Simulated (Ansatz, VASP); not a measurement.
**Two plane-wave programs on Ca3C8**

The input INCAR:

```
SYSTEM = Ca3C8
ALGO     = Normal         ! electronic algorithm
EDIFF    = 1E-7           ! SCF threshold, eV
ENCUT    = 520            ! plane-wave cutoff, eV
GGA      = PE             ! functional
ISIF     = 2              ! what is computed and relaxed
ISMEAR   = 0              ! smearing method
ISPIN    = 2              ! spin polarisation
LASPH    = .TRUE.         ! aspherical terms in the spheres
LCHARG   = .FALSE.        ! write CHGCAR
LORBIT   = 11             ! projections on sites
LREAL    = .FALSE.        ! projectors in reciprocal space
LWAVE    = .FALSE.        ! write WAVECAR
MAGMOM   = 0 0 0 1 1 1 1 1 1 1 1 ! initial moments
NBANDS   = 46             ! bands
NELM     = 150            ! most SCF steps
PREC     = Accurate       ! precision mode
SIGMA    = 0.1            ! smearing width, eV
```

Contents of KPOINTS:

```
k-points
0
G
  6 6 6
  0 0 0
```

POSCAR

```
Ca3C8
1.0
    4.9120360200      0.0000000000      0.0000000000
   -2.4560180100      4.2539479800      0.0000000000
    0.0000000000      0.0000000000      3.5401407800
Ca C
3 8
Direct
    0.5000000000      0.0000000000      0.5000000000
    0.0000000000      0.5000000000      0.5000000000
    0.5000000000      0.5000000000      0.5000000000
    0.8333333300      0.6666666700      0.0000000000
    0.8333333300      0.1666666700      0.0000000000
    0.3333333300      0.6666666700      0.0000000000
    0.3333333300      0.1666666700      0.0000000000
    0.6666666700      0.8333333300      0.0000000000
    0.6666666700      0.3333333300      0.0000000000
    0.1666666700      0.8333333300      0.0000000000
    0.1666666700      0.3333333300      0.0000000000
```

Input for Ansatz:

```yaml
crystal:
  lattice:
    - [4.91203602, 0.0, 0.0]
    - [-2.45601801, 4.25394798, 0.0]
    - [0.0, 0.0, 3.54014078]
  atoms:
    - { symbol: Ca, position: [0.5, 0.0, 0.5] }
    - { symbol: Ca, position: [0.0, 0.5, 0.5] }
    - { symbol: Ca, position: [0.5, 0.5, 0.5] }
    - { symbol: C, position: [0.83333333, 0.66666667, 0.0], spin: 1.0 }
    - { symbol: C, position: [0.83333333, 0.16666667, 0.0], spin: 1.0 }
    - { symbol: C, position: [0.33333333, 0.66666667, 0.0], spin: 1.0 }
    - { symbol: C, position: [0.33333333, 0.16666667, 0.0], spin: 1.0 }
    - { symbol: C, position: [0.66666667, 0.83333333, 0.0], spin: 1.0 }
    - { symbol: C, position: [0.66666667, 0.33333333, 0.0], spin: 1.0 }
    - { symbol: C, position: [0.16666667, 0.83333333, 0.0], spin: 1.0 }
    - { symbol: C, position: [0.16666667, 0.33333333, 0.0], spin: 1.0 }
basis:
  ecutwfc: 420
kpoints:
  mp_grid: { grid: [6, 6, 6] }
hamiltonian:
  xc: pbe
scf:
  occupations: { method: gaussian, width: 0.1 }
  lower_state_search: "off"
output:
  forces: true
  stress: true
  eigenvalues: true
  populations: true
magnetization:
  spin_polarized: true
```

Alike in both runs: task single point; functional PBE; k mesh 6 × 6 × 6; occupations gaussian, width 0.1 eV; collinear spin.

|  | VASP | Ansatz |
| --- | --- | --- |
| version | VASP 6.6.1 | Ansatz 0.2.0 |
| potentials or method | VASP PAW PBE potentials, release 64 (Ca_sv, C), cutoff 520 eV | scalar-relativistic, plane waves, PAW |
| valence electrons in the cell | 62 | 62 |

|  | VASP | Ansatz | Ansatz less VASP |
| --- | --- | --- | --- |
| gap on the k mesh at the Fermi level (eV) | none | none | - |
| rms of the force components (eV/Å) | 0.489 | 0.466 | -0.0228 |
| net moment per atom (μB) | 0.00 | 0.00 | 0.000 |

Atom by atom the forces differ by 0.023 eV/Å (rms over components). A gap of «none» marks a metal or a gap that the smearing closes. Ansatz's warnings: seeded moment not kept.
